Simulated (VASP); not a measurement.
The system is BeCd2S3.

```
Be Cd S
1.0
     4.48253    0.00000    0.00000
    -2.24126    3.88198    0.00000
     0.00000    0.00000    8.11610
Be Cd S
1 2 3
Direct
  0.00000 0.00000 0.44256
  0.00000 0.00000 0.83038
  0.00000 0.00000 0.07062
  0.33333 0.66667 0.85355
  0.66667 0.33333 0.85355
  0.00000 0.00000 0.61675
```

- Program: VASP 6.6.1
- Task: relaxation of cell and atoms
- Functional: PBE
- Potentials or basis: VASP PAW PBE potentials, release 64 (Be, Cd, S)
- Cutoff: 600 eV
- k mesh: 6 × 6 × 2
- Occupations: gaussian, width 0.1 eV
- Spin: no spin polarisation

At the start: pressure 55.9 GPa; volume 23.54 Å³/atom.

Q: Where does the relaxation end?

A: Over 38 steps the energy falls by 2871.1 meV/atom and the volume is 28.80 Å³/atom (+22.4 %); space group P6mm (No. 183, to 0.05 Å).

Step by step:
```csv
step,energy change (eV),largest force (eV/Å),pressure (GPa),volume (Å³)
1,0.0000,23.7509,55.90,141.23
2,-3.4255,13.1945,-5.90,339.17
3,-13.0319,5.7457,-1.17,212.85
4,-13.4223,5.6278,-1.09,207.05
5,-15.3794,4.1520,2.33,173.14
6,-15.2204,3.1025,8.70,156.94
7,-15.4784,3.6283,3.79,167.85
8,-15.4920,3.3010,4.52,165.67
9,-16.1068,2.2561,1.70,183.10
10,-16.1326,1.2864,1.86,180.22
11,-16.2849,0.9300,-0.61,191.45
12,-16.2879,0.8846,-0.91,193.18
13,-16.3931,0.6602,-1.01,195.38
14,-16.4575,1.4775,-1.01,198.74
15,-16.5170,1.1806,-1.13,198.55
16,-16.6292,1.0072,-1.40,197.98
17,-16.4485,4.3145,-1.19,196.82
18,-16.6412,1.5302,-1.44,197.78
19,-16.7643,1.2853,-1.39,194.68
20,-17.0214,0.8192,-1.06,185.39
21,-16.8228,1.0757,0.62,166.88
22,-17.0756,0.7545,-0.77,179.98
23,-17.1187,0.5937,-0.47,177.53
24,-17.1677,0.6962,0.68,170.43
25,-17.1957,0.3892,0.69,170.61
26,-17.1989,0.6234,0.71,170.69
27,-17.2163,0.2719,-0.16,173.52
28,-17.2166,0.2751,-0.06,173.16
29,-17.2214,0.1349,-0.02,173.50
30,-17.2216,0.1033,0.00,173.57
31,-17.2229,0.0995,-0.06,173.62
32,-17.2235,0.2379,-0.13,173.69
33,-17.2241,0.2096,-0.12,173.62
34,-17.2255,0.1215,-0.08,173.39
35,-17.2255,0.1747,0.00,172.93
36,-17.2259,0.0909,-0.04,173.15
37,-17.2262,0.0644,-0.04,173.06
38,-17.2265,0.0241,-0.04,172.82
```

Final structure:
```cif
data_structure
_symmetry_space_group_name_H-M 'P 1'
_symmetry_Int_Tables_number 1
_cell_length_a 4.5426
_cell_length_b 4.5426
_cell_length_c 9.6706
_cell_angle_alpha 90.000
_cell_angle_beta 90.000
_cell_angle_gamma 120.000
_cell_volume 172.82
loop_
_atom_site_label
_atom_site_type_symbol
_atom_site_fract_x
_atom_site_fract_y
_atom_site_fract_z
_atom_site_occupancy
Be1 Be 0.00000 0.00000 0.35789 1
Cd1 Cd 0.00000 0.00000 0.79298 1
Cd2 Cd 0.00000 0.00000 0.11677 1
S1 S 0.33333 0.66667 0.92730 1
S2 S 0.66667 0.33333 0.92730 1
S3 S 0.00000 0.00000 0.54517 1
```

Caveat: the k points lie up to 0.32 Å⁻¹ apart in the final cell; the volume moved by over 15 % at a fixed basis, so the end points are rough.
